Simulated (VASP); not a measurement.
# Ir (P6_3/mmc) in VASP: a series of runs

Runs on Ir. Level: LDA. Tasks: single point.

All numbers are computed with VASP 6.6.1; they aren't measurements. Logs are shortened: lines on timing, memory, paths and dates and some standing lists are left out, and cuts for length are marked.

## Step 1: The cell of the first run

It takes space group P6_3/mmc (No. 194, hexagonal). Conventional cell: a = 2.669 Å, b = 2.669 Å, c = 4.332 Å, α = 90.00°, β = 90.00°, γ = 120.00°. Ir (site symmetry -6m2) has 12 Ir at 2.66 to 2.67 Å within 3.5 Å.

This isn't the form of Ir at room conditions, which is fcc.

## Step 2: Single point, LDA (13.36 Å³/atom)

INCAR

```
PREC = Accurate ; ENCUT = 560
EDIFF = 1E-6 ; ISMEAR = -1
SIGMA = 0.1 ; LREAL = F
LASPH = T ; NELM = 120
ALGO = Normal ; ISIF = 2
LWAVE = F ; LCHARG = F
NBANDS = 24 ; GGA_COMPAT = F
```

KPOINTS

```
regular mesh
0
Gamma
  15 15 8
```

POSCAR

```
Ir
1.0
    2.6687347388      0.0000000000      0.0000000000
   -1.3343673694      2.3111920797      0.0000000000
    0.0000000000      0.0000000000      4.3317088729
Ir
2
Direct
    0.3333333333      0.6666666667      0.2500000000
    0.6666666667      0.3333333333      0.7500000000
```

Potentials or basis: VASP PAW LDA potentials, release 64 (Ir_sv_GW).

Launch:

```
cat potpaw_LDA.64/Ir_sv_GW/POTCAR > POTCAR
mpirun -np 1 vasp_std > vasp.out
```

OUTCAR:

```text
PREC = Accurate
   ENCUT = 560
   EDIFF = 1E-6
   ISMEAR = -1
   LREAL = F
   LASPH = T
   NELM = 120
   ISIF = 2

 ion  position               nearest neighbor table
   1  0.333  0.667  0.250-   2 2.66   2 2.66   2 2.66   2 2.66   2 2.66   2 2.66
   2  0.667  0.333  0.750-   1 2.66   1 2.66   1 2.66   1 2.66   1 2.66   1 2.66

  LATTYP: Found a hexagonal cell.
 ALAT       =     2.6687347388
 C/A-ratio  =     1.6231320445

  Lattice vectors:

 A1 = (   2.6687347388,   0.0000000000,   0.0000000000)
 A2 = (  -1.3343673694,   2.3111920797,   0.0000000000)
 A3 = (   0.0000000000,   0.0000000000,   4.3317088729)

Analysis of symmetry for initial positions (statically):
=====================================================================
 Subroutine PRICEL returns:
 Original cell was already a primitive cell.

 Routine SETGRP: Setting up the symmetry group for a
 hexagonal supercell.

 Subroutine GETGRP returns: Found 24 space group operations
 (whereof 12 operations were pure point group operations)
 out of a pool of 24 trial point group operations.

The static configuration has the point symmetry D_3d.
 The point group associated with its full space group is D_6h.

Analysis of symmetry for dynamics (positions and initial velocities):
=====================================================================
 Subroutine PRICEL returns:
 Original cell was already a primitive cell.

 Routine SETGRP: Setting up the symmetry group for a
 hexagonal supercell.

 Subroutine GETGRP returns: Found 24 space group operations
 (whereof 12 operations were pure point group operations)
 out of a pool of 24 trial point group operations.

The dynamic configuration has the point symmetry D_3d.
 The point group associated with its full space group is D_6h.

 Subroutine INISYM returns: Found 24 space group operations
 (whereof 12 operations are pure point group operations),
 and found     1 'primitive' translations

----------------------------------------------------------------------------------------

                                     Primitive cell

  volume of cell :      26.7178

  direct lattice vectors                    reciprocal lattice vectors
     2.668734739  0.000000000  0.000000000     0.374709403  0.216338575  0.000000000
    -1.334367369  2.311192080  0.000000000     0.000000000  0.432677149  0.000000000
     0.000000000  0.000000000  4.331708873     0.000000000  0.000000000  0.230855773

  length of vectors
[... 74 lines left out ...]
   ISTART =      0    job   : 0-new  1-cont  2-samecut
   ICHARG =      2    charge: 1-file 2-atom 10-const
   ISPIN  =      1    spin polarized calculation?
   LNONCOLLINEAR =      F non collinear calculations
   LSORBIT =      F    spin-orbit coupling
   LASPH  =      T    aspherical Exc in radial PAW
   ENCUT  =  560.0 eV  41.16 Ry    6.42 a.u.   5.15  5.15  8.36*2*pi/ulx,y,z
   NELM   =    120;   NELMIN=  2; NELMDL= -5     # of ELM steps
   EDIFF  = 0.1E-05   stopping-criterion for ELM
   LREAL  =      F    real-space projection
   EDIFFG = 0.1E-04   stopping-criterion for IOM
   NSW    =      0    number of steps for IOM
   IBRION =     -1    ionic relax: 0-MD 1-quasi-New 2-CG
   NFREE  =      0    steps in history (QN), initial steepest desc. (CG)
   ISIF   =      2    stress and relaxation
   ISYM   =      2    0-nonsym 1-usesym 2-fastsym
   POTIM  = 0.5000    time-step for ionic-motion
   TEBEG  =    0.0;   TEEND  =   0.0 temperature during run
   PSTRESS=    0.0 pullay stress
   NELECT =      34.0000    total number of electrons
   NUPDOWN=      -1.0000    fix difference up-down
   EMIN   =  10.00;   EMAX   =-10.00  energy-range for DOS
   EFERMI =   0.00;   METHOD = LEGACY
   ISMEAR =    -1;   SIGMA  =   0.10  broadening in eV -4-tet -1-fermi 0-gaus
   EFERMI_NEDOS =   21; number of points for ismear=-14 and -15
   IALGO  =     38    algorithm
   IMIX   =      4    mixing-type and parameters
     AMIX     =   0.40;   BMIX     =  1.00
     AMIX_MAG =   1.60;   BMIX_MAG =  1.00
  volume/ion in A,a.u.               =      13.36        90.15
  Fermi-wavevector in a.u.,A,eV,Ry     =   1.774057  3.352482 42.821320  3.147278
  Thomas-Fermi vector in A             =   2.840126
   LORBIT       =      0    0 simple, 1 ext, 2 COOP (PROOUT), +10 PAW based schemes
   GGA     = CA    functional components
   LHFCALC =     F    Hartree Fock is set to
   AEXX    =    0.0000 exact exchange contribution
   IVDW    =     0    specifies the selected vdW correction
   LEPSILON=     F    determine dielectric tensor
   LRPA    =     F    only Hartree local field effects (RPA)
 non-spin polarized calculation
  energy-cutoff  :      560.00
  volume of cell :       26.72
 maximum number of plane-waves:       816
 NGX is ok and might be reduce to    24
   NGX = 11   NGY = 11   NGZ = 17

 number of electron      34.0000000 magnetization

 Free energy of the ion-electron system (eV)
  ---------------------------------------------------
  ext. energy  EPLUGINS =         0.00000000
  ---------------------------------------------------
  free energy    TOTEN  =       -21.62556548 eV

  energy without entropy =      -21.55729798  energy(sigma->0) =      -21.59143173

 E-fermi :  13.9499     XC(G=0): -15.1517

 val. band max:       13.9474321916   @ k =   0.2000   0.0667   0.3750
 cond. band min:      13.9578197188   @ k =   0.1333   0.0667   0.5000
 fundamental gap:      0.0103875273
 Fermi energy:        13.9499188306

 k-point     1 :       0.0000    0.0000    0.0000
  band No.  band energies     occupation
      1     -78.8814      2.00000
      2     -78.7912      2.00000
      3     -36.4826      2.00000
      4     -35.6217      2.00000
      5     -35.6217      2.00000
      6     -35.4877      2.00000
[... 637 lines left out ...]
     23      26.7248      0.00000
     24      27.6878      0.00000

 [... further k-points ...]
[... 5 lines left out ...]
  --------------------------------------------------------------------------------------
  -------------------------------------------------------------------------------------
  Total        2.9371104      2.9371104      2.9306042      0.0000000      0.0000000      0.0000000
  in kB      176.1287065    176.1287065    175.7385490      0.0000000      0.0000000      0.0000000
  external PRESSURE =     175.9986540 kB  Pullay stress =       0.0000000 kB

 VOLUME and BASIS-vectors are now :
 -----------------------------------------------------------------------------
  energy-cutoff  :      560.00
  volume of cell :       26.72
      direct lattice vectors                 reciprocal lattice vectors
     2.668734739  0.000000000  0.000000000     0.374709403  0.216338575  0.000000000
    -1.334367369  2.311192080  0.000000000     0.000000000  0.432677149  0.000000000
     0.000000000  0.000000000  4.331708873     0.000000000  0.000000000  0.230855773

 POSITION                                       TOTAL-FORCE (eV/Angst)
 -----------------------------------------------------------------------------------
     -0.00000      1.54079      1.08293         0.000000      0.000000      0.000000
      1.33437      0.77040      3.24878         0.000000     -0.000000      0.000000
 -----------------------------------------------------------------------------------
    total drift:                               -0.000000      0.000000     -0.000000

  FREE ENERGIE OF THE ION-ELECTRON SYSTEM (eV)
  ---------------------------------------------------
  free  energy   TOTEN  =       -21.6255654769 eV

  energy  without entropy=      -21.5572979814  energy(sigma->0) =      -21.59143173
```

stdout:

```text
POSCAR found type information on POSCAR Ir
 POSCAR found :  1 types and       2 ions
 scaLAPACK will be used
 LDA part: xc-table for (Slater(with rela. corr.)+CA(PZ))
 , standard interpolation
 POSCAR, INCAR and KPOINTS ok, starting setup
 FFT: planning ... GRIDC
 FFT: planning ... GRID_SOFT
 FFT: planning ... GRID
 WAVECAR not read
 entering main loop
```

Wall time 78 s (1 thread of Intel Xeon 6975P-C (Granite Rapids), shared host); peak memory 0.2 GiB.

Results:

```
Free energy            : -21.6256 eV
Pressure               : 17.6 GPa
Band gap on the k mesh : zero (bands 17 and 18 overlap by 3.61 eV)
```

Caveat: the cell stands under pressure; spin-orbit coupling is left out, which moves the levels of the heavy elements.

## Step 3: Single point, LDA (12.80 Å³/atom)

This run uses another cell than the first one, of 12.80 Å³/atom.

INCAR

```
PREC = Accurate ; ENCUT = 560
EDIFF = 1E-6 ; ISMEAR = -1
SIGMA = 0.1 ; LREAL = False
LASPH = True ; NELM = 120
ALGO = Normal ; ISIF = 2
LWAVE = False ; LCHARG = True
LELF = True ; LVHAR = True
NBANDS = 24 ; GGA_COMPAT = False
```

KPOINTS

```
Automatic mesh
0
Gamma
  15 15 8
```

POSCAR

```
Ir
1.0
    2.6311419181      0.0000000000      0.0000000000
   -1.3155709590      2.2786357420      0.0000000000
    0.0000000000      0.0000000000      4.2706907610
Ir
2
Direct
    0.3333333333      0.6666666667      0.2500000000
    0.6666666667      0.3333333333      0.7500000000
```

Potentials or basis: VASP PAW LDA potentials, release 64 (Ir_sv_GW).

Launch:

```
cat potpaw_LDA.64/Ir_sv_GW/POTCAR > POTCAR
mpirun -np 1 vasp_std > vasp.out
```

Wall time 63 s (1 thread of AMD EPYC 7R13 (Zen 3), shared host); peak memory 0.16 GiB.

It converged, with:

```yaml
Free_energy: -21.4131 eV
Pressure: 40.6 GPa
Band_gap_on_the_k_mesh: zero (bands 17 and 18 overlap by 3.87 eV)
```

Stress tensor (GPa, compression positive):
```
40.51  0.00  0.00
 0.00 40.51  0.00
 0.00  0.00 40.92
```

Levels at points of the mesh, in eV from the Fermi level:
| k point | band 14 | band 15 | band 16 | band 17 | band 18 | band 19 | band 20 | band 21 |
| --- | --- | --- | --- | --- | --- | --- | --- | --- |
| (0.00, 0.00, 0.00) | -3.75 | -3.75 | -2.80 | -2.80 | -1.01 | 0.31 | 0.31 | 8.07 |
| (0.00, 0.00, 0.50) | -4.67 | -4.67 | -4.67 | -0.54 | -0.54 | -0.54 | -0.54 | 13.02 |

Caveat: the cell stands under pressure; spin-orbit coupling is left out, which moves the levels of the heavy elements.

## Step 4: Single point, LDA (13.92 Å³/atom)

This run uses another cell than the first one, of 13.92 Å³/atom.

INCAR

```
SYSTEM = Ir
ALGO     = Normal         ! electronic algorithm
EDIFF    = 1E-6           ! SCF threshold, eV
ENCUT    = 560            ! plane-wave cutoff, eV
GGA_COMPAT= .False.      
ISIF     = 2              ! what is computed and relaxed
ISMEAR   = -1             ! smearing method
LASPH    = .True.         ! aspherical terms in the spheres
LCHARG   = .False.        ! write CHGCAR
LREAL    = .False.        ! projectors in reciprocal space
LWAVE    = .False.        ! write WAVECAR
NBANDS   = 24             ! bands
NELM     = 120            ! most SCF steps
PREC     = Accurate       ! precision mode
SIGMA    = 0.1            ! smearing width, eV
```

KPOINTS

```
k-points
0
Gamma
  15 15 8
  0 0 0
```

POSCAR

```
Ir
1.0
    2.7052972923      0.0000000000      0.0000000000
   -1.3526486461      2.3428561799      0.0000000000
    0.0000000000      0.0000000000      4.3910547252
Ir
2
Direct
    0.3333333333      0.6666666667      0.2500000000
    0.6666666667      0.3333333333      0.7500000000
```

Potentials or basis: VASP PAW LDA potentials, release 64 (Ir_sv_GW).

Launch:

```
cat potpaw_LDA.64/Ir_sv_GW/POTCAR > POTCAR
mpirun -np 1 vasp_std > vasp.out
```

OUTCAR:

```text
SYSTEM = Ir
   EDIFF = 1E-6
   ENCUT = 560
   ISIF = 2
   ISMEAR = -1
   LASPH = .True.
   LREAL = .False.
   NELM = 120
   PREC = Accurate

 ion  position               nearest neighbor table
   1  0.333  0.667  0.250-   2 2.69   2 2.69   2 2.69   2 2.69   2 2.69   2 2.69
   2  0.667  0.333  0.750-   1 2.69   1 2.69   1 2.69   1 2.69   1 2.69   1 2.69

  LATTYP: Found a hexagonal cell.
 ALAT       =     2.7052972923
 C/A-ratio  =     1.6231320446

  Lattice vectors:

 A1 = (   2.7052972923,   0.0000000000,   0.0000000000)
 A2 = (  -1.3526486461,   2.3428561799,   0.0000000000)
 A3 = (   0.0000000000,   0.0000000000,   4.3910547252)

Analysis of symmetry for initial positions (statically):
=====================================================================
 Subroutine PRICEL returns:
 Original cell was already a primitive cell.

 Routine SETGRP: Setting up the symmetry group for a
 hexagonal supercell.

 Subroutine GETGRP returns: Found 24 space group operations
 (whereof 12 operations were pure point group operations)
 out of a pool of 24 trial point group operations.

The static configuration has the point symmetry D_3d.
 The point group associated with its full space group is D_6h.

Analysis of symmetry for dynamics (positions and initial velocities):
=====================================================================
 Subroutine PRICEL returns:
 Original cell was already a primitive cell.

 Routine SETGRP: Setting up the symmetry group for a
 hexagonal supercell.

 Subroutine GETGRP returns: Found 24 space group operations
 (whereof 12 operations were pure point group operations)
 out of a pool of 24 trial point group operations.

The dynamic configuration has the point symmetry D_3d.
 The point group associated with its full space group is D_6h.

 Subroutine INISYM returns: Found 24 space group operations
 (whereof 12 operations are pure point group operations),
 and found     1 'primitive' translations

[... 110 lines left out ...]
   EFERMI_NEDOS =   21; number of points for ismear=-14 and -15
   IALGO  =     38    algorithm
   IMIX   =      4    mixing-type and parameters
     AMIX     =   0.40;   BMIX     =  1.00
     AMIX_MAG =   1.60;   BMIX_MAG =  1.00
  volume/ion in A,a.u.               =      13.92        93.91
  Fermi-wavevector in a.u.,A,eV,Ry     =   1.750080  3.307172 41.671666  3.062781
  Thomas-Fermi vector in A             =   2.820869
   LORBIT       =      0    0 simple, 1 ext, 2 COOP (PROOUT), +10 PAW based schemes
   GGA     = CA    functional components
   LHFCALC =     F    Hartree Fock is set to
   AEXX    =    0.0000 exact exchange contribution
   IVDW    =     0    specifies the selected vdW correction
   LEPSILON=     F    determine dielectric tensor
   LRPA    =     F    only Hartree local field effects (RPA)
 non-spin polarized calculation
  energy-cutoff  :      560.00
  volume of cell :       27.83
 maximum number of plane-waves:       851
 NGX is ok and might be reduce to    24
   NGX = 11   NGY = 11   NGZ = 17

 number of electron      34.0000000 magnetization

 Free energy of the ion-electron system (eV)
  ---------------------------------------------------
  ext. energy  EPLUGINS =         0.00000000
  ---------------------------------------------------
  free energy    TOTEN  =       -21.69517200 eV

  energy without entropy =      -21.62202463  energy(sigma->0) =      -21.65859831

 E-fermi :  13.1110     XC(G=0): -14.8886

 val. band max:       13.1062172384   @ k =   0.3333   0.1333   0.3750
 cond. band min:      13.1164069399   @ k =   0.1333   0.0667   0.5000
 fundamental gap:      0.0101897015
 Fermi energy:        13.1109819532

 k-point     1 :       0.0000    0.0000    0.0000
  band No.  band energies     occupation
      1     -79.5834      2.00000
      2     -79.5092      2.00000
      3     -37.0984      2.00000
      4     -36.3526      2.00000
      5     -36.3526      2.00000
      6     -36.2370      2.00000
[... 637 lines left out ...]
     23      25.4542      0.00000
     24      26.3826      0.00000

 [... further k-points ...]

------------------------ aborting loop because EDIFF is reached ----------------------------------------

  FORCE on cell =-STRESS in cart. coord.  units (eV):
  Direction    XX          YY          ZZ          XY          YZ          ZX
  --------------------------------------------------------------------------------------
  -------------------------------------------------------------------------------------
  Total       -0.0706476     -0.0706476     -0.1346453     -0.0000000      0.0000000     -0.0000000
  in kB       -4.0670397     -4.0670397     -7.7512586     -0.0000000      0.0000000     -0.0000000
  external PRESSURE =      -5.2951127 kB  Pullay stress =       0.0000000 kB

 VOLUME and BASIS-vectors are now :
 -----------------------------------------------------------------------------
  energy-cutoff  :      560.00
  volume of cell :       27.83
      direct lattice vectors                 reciprocal lattice vectors
     2.705297292  0.000000000  0.000000000     0.369645141  0.213414722  0.000000000
    -1.352648646  2.342856180  0.000000000     0.000000000  0.426829444  0.000000000
     0.000000000  0.000000000  4.391054725     0.000000000  0.000000000  0.227735718

 POSITION                                       TOTAL-FORCE (eV/Angst)
 -----------------------------------------------------------------------------------
     -0.00000      1.56190      1.09776         0.000000     -0.000000      0.000000
      1.35265      0.78095      3.29329        -0.000000      0.000000      0.000000
 -----------------------------------------------------------------------------------
    total drift:                                0.000000     -0.000000      0.000000

  FREE ENERGIE OF THE ION-ELECTRON SYSTEM (eV)
  ---------------------------------------------------
  free  energy   TOTEN  =       -21.6951719992 eV

  energy  without entropy=      -21.6220246262  energy(sigma->0) =      -21.65859831
```

Wall time 74 s (1 thread of Intel Xeon 6975P-C (Granite Rapids), shared host); peak memory 0.2 GiB.

Results:

```
Free energy            : -21.6952 eV
Pressure               : -0.5 GPa
Band gap on the k mesh : zero (bands 17 and 18 overlap by 3.38 eV)
```

Caveat: spin-orbit coupling is left out, which moves the levels of the heavy elements.

## Step 5: Summary

```tsv
cell	gap on the mesh (eV)	pressure (GPa)
a = 2.669, b = 2.669, c = 4.332 Å, angles 90.0, 90.0, 120.0°, 2 atoms	none	17.6
a = 2.631, b = 2.631, c = 4.271 Å, angles 90.0, 90.0, 120.0°, 2 atoms	none	40.6
a = 2.705, b = 2.705, c = 4.391 Å, angles 90.0, 90.0, 120.0°, 2 atoms	none	-0.5
```

Alike in all rows: task single point; level LDA; potentials or basis VASP PAW LDA potentials, release 64 (Ir_sv_GW); no spin polarisation; k mesh 15 × 15 × 8; cutoff (eV) 560; smearing fermi-dirac 0.1 eV.

Caveats: spin-orbit coupling is left out, which moves the levels of the heavy elements; the cell stands under pressure (at least some runs).

Total energies depend on the potentials used, so only differences within one code and one set of settings carry meaning.
